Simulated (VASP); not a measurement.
# Bi (Im-3m) in VASP: further runs

The runs below take Bi through single point, with PBEsol+D4, RPBE+D4.

Everything below comes from runs of VASP 6.6.1. Logs are shortened: lines on timing, memory, paths and dates and some standing lists are left out, and cuts for length are marked.

### 1 The cell of the first run

Symmetry: Im-3m, No. 229, cubic system. Conventional cell: a = 3.878 Å, b = 3.878 Å, c = 3.878 Å, α = 90.00°, β = 90.00°, γ = 90.00°. Bi (site symmetry m-3m) has 14 Bi at 3.36 to 3.88 Å within 4.4 Å.

### 2 Single point, PBEsol+D4

Input file INCAR:

```
SYSTEM = Bi
  ALGO = Normal
  EDIFF = 1E-7
  ENCUT = 520
  GGA = PS
  ISIF = 2
  ISMEAR = -1
  IVDW = 13
  LASPH = .TRUE.
  LCHARG = .TRUE.
  LELF = .TRUE.
  LREAL = .FALSE.
  LVHAR = .TRUE.
  LWAVE = .FALSE.
  NBANDS = 14
  NELM = 100
  PREC = Accurate
  SIGMA = 0.05
```

Input file KPOINTS:

```
k-points
0
G
  9 9 9
  0 0 0
```

Input file POSCAR:

```
Bi
1.0
   -1.9392432254      1.9392432254      1.9392432254
    1.9392432254     -1.9392432254      1.9392432254
    1.9392432254      1.9392432254     -1.9392432254
Bi
1
Direct
    0.0000000000      0.0000000000      0.0000000000
```

Potentials or basis: VASP PAW PBE potentials, release 64 (Bi_d).

Started as:

```bash
$ cat potpaw_PBE.64/Bi_d/POTCAR > POTCAR
$ mpirun -np 1 vasp_std > vasp.out
```

OUTCAR:

```text
SYSTEM = Bi
   EDIFF = 1E-7
   ENCUT = 520
   GGA = PS
   ISIF = 2
   ISMEAR = -1
   IVDW = 13
   LASPH = .TRUE.
   LREAL = .FALSE.
   NELM = 100
   PREC = Accurate

 ion  position               nearest neighbor table
   1  0.000  0.000  0.000-

  LATTYP: Found a body centered cubic cell.
 ALAT       =     3.8784864508

  Lattice vectors:

 A1 = (  -1.9392432254,   1.9392432254,   1.9392432254)
 A2 = (   1.9392432254,  -1.9392432254,   1.9392432254)
 A3 = (   1.9392432254,   1.9392432254,  -1.9392432254)

Analysis of symmetry for initial positions (statically):
=====================================================================
 Subroutine PRICEL returns:
 Original cell was already a primitive cell.

 Routine SETGRP: Setting up the symmetry group for a
 body centered cubic supercell.

 Subroutine GETGRP returns: Found 48 space group operations
[... 9 lines left out ...]

 Routine SETGRP: Setting up the symmetry group for a
 body centered cubic supercell.

 Subroutine GETGRP returns: Found 48 space group operations
[... 11 lines left out ...]
                                     Primitive cell

  volume of cell :      29.1714

  direct lattice vectors                    reciprocal lattice vectors
    -1.939243225  1.939243225  1.939243225     0.000000000  0.257832537  0.257832537
     1.939243225 -1.939243225  1.939243225     0.257832537  0.000000000  0.257832537
     1.939243225  1.939243225 -1.939243225     0.257832537  0.257832537  0.000000000

  length of vectors
     3.358867795  3.358867795  3.358867795     0.364630270  0.364630270  0.364630270

  position of ions in fractional coordinates (direct lattice)
     0.000000000  0.000000000  0.000000000

  ion indices of the primitive-cell ions
   primitive index   ion index
                 1           1

----------------------------------------------------------------------------------------

 KPOINTS: k-points

Automatic generation of k-mesh.
 Grid dimensions read from file:
 generate k-points for:    9    9    9

 Generating k-lattice:

  Cartesian coordinates                     Fractional coordinates (reciprocal lattice)
     0.000000000  0.028648060  0.028648060     0.111111111  0.000000000  0.000000000
     0.028648060  0.000000000  0.028648060     0.000000000  0.111111111  0.000000000
     0.028648060  0.028648060  0.000000000     0.000000000  0.000000000  0.111111111

  Length of vectors
     0.040514474  0.040514474  0.040514474

  Shift w.r.t. Gamma in fractional coordinates (k-lattice)
     0.000000000  0.000000000  0.000000000

 Subroutine IBZKPT returns following result:
 ===========================================

 Found     35 irreducible k-points:

 Following reciprocal coordinates:
            Coordinates               Weight
  0.000000  0.000000  0.000000      1.000000
  0.111111  0.000000  0.000000     12.000000
  0.222222  0.000000  0.000000     12.000000
  0.333333  0.000000  0.000000     12.000000
  0.444444  0.000000  0.000000     12.000000
  0.111111  0.111111  0.000000     24.000000
[... 16 lines left out ...]
 -0.333333  0.444444  0.111111     48.000000
 -0.444444 -0.444444  0.111111     24.000000
 [... further k-points ...]
   k-points           NKPTS =     35   k-points in BZ     NKDIM =     35   number of bands    NBANDS=     14
   number of dos      NEDOS =    301   number of ions     NIONS =      1
   total plane-waves  NPLWV =  21952
   dimension x,y,z NGX =    28 NGY =   28 NGZ =   28
   dimension x,y,z NGXF=    56 NGYF=   56 NGZF=   56
   ions per type =               1
   NGX,Y,Z   is equivalent  to a cutoff of  13.86, 13.86, 13.86 a.u.
   NGXF,Y,Z  is equivalent  to a cutoff of  27.72, 27.72, 27.72 a.u.
 SYSTEM =  Bi
   PREC   = accura    normal or accurate (medium, high low for compatibility)
   ISTART =      0    job   : 0-new  1-cont  2-samecut
   ICHARG =      2    charge: 1-file 2-atom 10-const
   ISPIN  =      1    spin polarized calculation?
   LNONCOLLINEAR =      F non collinear calculations
   LSORBIT =      F    spin-orbit coupling
   LASPH  =      T    aspherical Exc in radial PAW
   ENCUT  =  520.0 eV  38.22 Ry    6.18 a.u.   6.25  6.25  6.25*2*pi/ulx,y,z
   NELM   =    100;   NELMIN=  2; NELMDL= -5     # of ELM steps
   EDIFF  = 0.1E-06   stopping-criterion for ELM
   LREAL  =      F    real-space projection
   EDIFFG = 0.1E-05   stopping-criterion for IOM
   NSW    =      0    number of steps for IOM
   IBRION =     -1    ionic relax: 0-MD 1-quasi-New 2-CG
[... 8 lines left out ...]
   EMIN   =  10.00;   EMAX   =-10.00  energy-range for DOS
   EFERMI =   0.00;   METHOD = LEGACY
   ISMEAR =    -1;   SIGMA  =   0.05  broadening in eV -4-tet -1-fermi 0-gaus
   EFERMI_NEDOS =   21; number of points for ismear=-14 and -15
   IALGO  =     38    algorithm
   IMIX   =      4    mixing-type and parameters
     AMIX     =   0.40;   BMIX     =  1.00
     AMIX_MAG =   1.60;   BMIX_MAG =  1.00
  volume/ion in A,a.u.               =      29.17       196.86
  Fermi-wavevector in a.u.,A,eV,Ry     =   1.311554  2.478478 23.404400  1.720175
  Thomas-Fermi vector in A             =   2.442008
   LORBIT       =      0    0 simple, 1 ext, 2 COOP (PROOUT), +10 PAW based schemes
   GGA     = PS    functional components
   LHFCALC =     F    Hartree Fock is set to
   AEXX    =    0.0000 exact exchange contribution
   IVDW    =    13    specifies the selected vdW correction
   LEPSILON=     F    determine dielectric tensor
   LRPA    =     F    only Hartree local field effects (RPA)
 non-spin polarized calculation
  energy-cutoff  :      520.00
  volume of cell :       29.17
 maximum number of plane-waves:       794
 NGX is ok and might be reduce to    28
   NGX = 13   NGY = 13   NGZ = 13

 number of electron      15.0000005 magnetization

 Free energy of the ion-electron system (eV)
  ---------------------------------------------------
  ext. energy  EPLUGINS =         0.00000000
  ---------------------------------------------------
  free energy    TOTEN  =        -4.22883572 eV

  energy without entropy =       -4.22389274  energy(sigma->0) =       -4.22636423

 E-fermi :   8.6860     XC(G=0): -10.7500

 val. band max:        8.6689955489   @ k =   0.2222   0.0000   0.0000
 cond. band min:       8.7169054111   @ k =  -0.2222   0.2222   0.1111
 fundamental gap:      0.0479098621
 Fermi energy:         8.6859777162

 k-point     1 :       0.0000    0.0000    0.0000
  band No.  band energies     occupation
      1     -14.4249      2.00000
      2     -14.4249      2.00000
      3     -14.4249      2.00000
      4     -14.2649      2.00000
      5     -14.2649      2.00000
      6      -5.4229      2.00000
      7      14.1768      0.00000
      8      14.1768      0.00000
      9      14.1768      0.00000
     10      18.5472      0.00000
     11      19.0630      0.00000
     12      19.0630      0.00000
     13      19.0630      0.00000
     14      20.6957      0.00000

 k-point     2 :       0.1111    0.0000    0.0000
  band No.  band energies     occupation
      1     -14.4309      2.00000
      2     -14.4154      2.00000
      3     -14.3949      2.00000
      4     -14.2716      2.00000
      5     -14.2659      2.00000
      6      -5.1795      2.00000
      7      12.0271      0.00000
      8      13.4595      0.00000
      9      13.9299      0.00000
     10      17.5429      0.00000
     11      18.2627      0.00000
     12      18.8428      0.00000
     13      19.9733      0.00000
     14      21.6734      0.00000

 k-point     3 :       0.2222    0.0000    0.0000
  band No.  band energies     occupation
      1     -14.4460      2.00000
      2     -14.3972      2.00000
      3     -14.3181      2.00000
      4     -14.2842      2.00000
      5     -14.2685      2.00000
      6      -4.4624      2.00000
      7       8.6690      1.16821
      8      12.1226      0.00000
      9      13.3021      0.00000
     10      16.1234      0.00000
     11      17.3187      0.00000
     12      19.0980      0.00000
     13      20.9587      0.00000
     14      23.8132      0.00000

 k-point     4 :       0.3333    0.0000    0.0000
  band No.  band energies     occupation
      1     -14.4631      2.00000
      2     -14.3924      2.00000
      3     -14.2845      2.00000
      4     -14.2714      2.00000
      5     -14.2291      2.00000
      6      -3.3500      2.00000
      7       5.6031      2.00000
      8      10.9844      0.00000
      9      12.6450      0.00000
     10      15.2431      0.00000
     11      16.6763      0.00000
     12      20.0438      0.00000
     13      21.6612      0.00000
     14      26.1509      0.00000

 k-point     5 :       0.4444    0.0000    0.0000
  band No.  band energies     occupation
      1     -14.4742      2.00000
      2     -14.3995      2.00000
      3     -14.2754      2.00000
      4     -14.2731      2.00000
      5     -14.1701      2.00000
      6      -2.2111      2.00000
      7       3.4519      2.00000
      8      10.3582      0.00000
      9      12.2554      0.00000
     10      14.8253      0.00000
     11      16.3570      0.00000
     12      21.1417      0.00000
     13      22.3201      0.00000
     14      26.0329      0.00000

 k-point     6 :       0.1111    0.1111    0.0000
  band No.  band energies     occupation
      1     -14.4317      2.00000
      2     -14.4111      2.00000
      3     -14.3410      2.00000
      4     -14.2820      2.00000
      5     -14.2679      2.00000
      6      -4.6987      2.00000
      7       9.7996      0.00000
      8      12.0945      0.00000
      9      13.1436      0.00000
     10      17.3640      0.00000
     11      17.5356      0.00000
     12      19.2091      0.00000
     13      20.6237      0.00000
     14      21.9883      0.00000

 k-point     7 :       0.2222    0.1111    0.0000
  band No.  band energies     occupation
      1     -14.4442      2.00000
      2     -14.3928      2.00000
      3     -14.2906      2.00000
      4     -14.2746      2.00000
      5     -14.2624      2.00000
      6      -3.7769      2.00000
      7       7.0126      2.00000
      8      10.4211      0.00000
      9      12.3443      0.00000
     10      16.4838      0.00000
     11      17.9715      0.00000
     12      19.0686      0.00000
     13      22.3414      0.00000
     14      23.0259      0.00000
[... 205 lines left out ...]
 k-point    20 :      -0.3333    0.3333    0.1111
  band No.  band energies     occupation
      1     -14.4311      2.00000
      2     -14.3778      2.00000
      3     -14.3014      2.00000
      4     -14.2797      2.00000
      5     -14.2327      2.00000
      6      -3.1265      2.00000
      7       5.7996      2.00000
      8      10.2747      0.00000
      9      11.4379      0.00000
     10      16.2110      0.00000
     11      17.7321      0.00000
     12      17.8593      0.00000
     13      22.6553      0.00000
     14      24.8236      0.00000

 k-point    21 :      -0.2222    0.3333    0.1111
  band No.  band energies     occupation
      1     -14.4052      2.00000
      2     -14.3631      2.00000
      3     -14.3130      2.00000
      4     -14.2888      2.00000
      5     -14.2604      2.00000
      6      -3.3252      2.00000
      7       6.9352      2.00000
      8       9.3418      0.00000
      9      11.6611      0.00000
     10      15.5956      0.00000
     11      17.3657      0.00000
     12      20.5049      0.00000
     13      21.8336      0.00000
     14      22.7015      0.00000

 k-point    22 :      -0.4444    0.4444    0.1111
  band No.  band energies     occupation
      1     -14.4415      2.00000
      2     -14.3884      2.00000
      3     -14.2939      2.00000
      4     -14.2801      2.00000
      5     -14.1730      2.00000
      6      -2.0115      2.00000
      7       3.7130      2.00000
      8       9.6691      0.00000
      9      11.0999      0.00000
     10      16.2209      0.00000
     11      17.3940      0.00000
     12      18.6851      0.00000
     13      20.7173      0.00000
     14      27.2002      0.00000

 k-point    23 :      -0.3333    0.4444    0.1111
  band No.  band energies     occupation
      1     -14.4106      2.00000
      2     -14.3680      2.00000
      3     -14.3084      2.00000
      4     -14.2856      2.00000
      5     -14.2025      2.00000
      6      -2.1871      2.00000
      7       4.8991      2.00000
      8       8.0396      2.00000
      9      11.5144      0.00000
     10      15.9982      0.00000
     11      17.0151      0.00000
     12      20.2752      0.00000
     13      20.5201      0.00000
     14      24.3531      0.00000

 k-point    24 :      -0.4444   -0.4444    0.1111
  band No.  band energies     occupation
      1     -14.4140      2.00000
      2     -14.3729      2.00000
      3     -14.3165      2.00000
      4     -14.2716      2.00000
      5     -14.1785      2.00000
      6      -1.5246      2.00000
      7       3.8582      2.00000
      8       7.6502      2.00000
      9      11.4254      0.00000
     10      16.1911      0.00000
     11      17.6757      0.00000
     12      18.6766      0.00000
     13      20.3122      0.00000
     14      26.7771      0.00000

 [... further k-points ...]

------------------------ aborting loop because EDIFF is reached ----------------------------------------

  DFT-D4 for vdW energy calculation

  Edisp (eV):   -0.33973

  FORCE on cell =-STRESS in cart. coord.  units (eV):
  Direction    XX          YY          ZZ          XY          YZ          ZX
  --------------------------------------------------------------------------------------
  -------------------------------------------------------------------------------------
  Total      -0.01146    -0.01146    -0.01146    -0.00000     0.00000     0.00000
  in kB      -0.62927    -0.62927    -0.62927    -0.00000     0.00000     0.00000
  external pressure =       -0.63 kB  Pullay stress =        0.00 kB

 VOLUME and BASIS-vectors are now :
 -----------------------------------------------------------------------------
  energy-cutoff  :      520.00
  volume of cell :       29.17
      direct lattice vectors                 reciprocal lattice vectors
    -1.939243225  1.939243225  1.939243225     0.000000000  0.257832537  0.257832537
     1.939243225 -1.939243225  1.939243225     0.257832537  0.000000000  0.257832537
     1.939243225  1.939243225 -1.939243225     0.257832537  0.257832537  0.000000000

 POSITION                                       TOTAL-FORCE (eV/Angst)
 -----------------------------------------------------------------------------------
      0.00000      0.00000      0.00000         0.000000     -0.000000      0.000000
 -----------------------------------------------------------------------------------
    total drift:                               -0.000000     -0.000000     -0.000000

  FREE ENERGIE OF THE ION-ELECTRON SYSTEM (eV)
  ---------------------------------------------------
  free  energy   TOTEN  =        -4.5685639600 eV

  energy  without entropy=       -4.5636209835  energy(sigma->0) =       -4.56609247
```

Run time: 20 s. Hardware: 1 thread of Intel Xeon Platinum 8488C (Sapphire Rapids), shared host; peak memory 0.16 GiB.

Results:

* Free energy: -4.5686 eV
* Pressure: -0.1 GPa
* Dispersion energy per atom: -0.340 eV

Caveat: the PAW data sets were made with another functional, which shifts forces and pressure a little; spin-orbit coupling is left out, which moves the levels of the heavy elements; pairwise dispersion overbinds metals, which lowers pressure and volume.

[end of part 1 of 2]
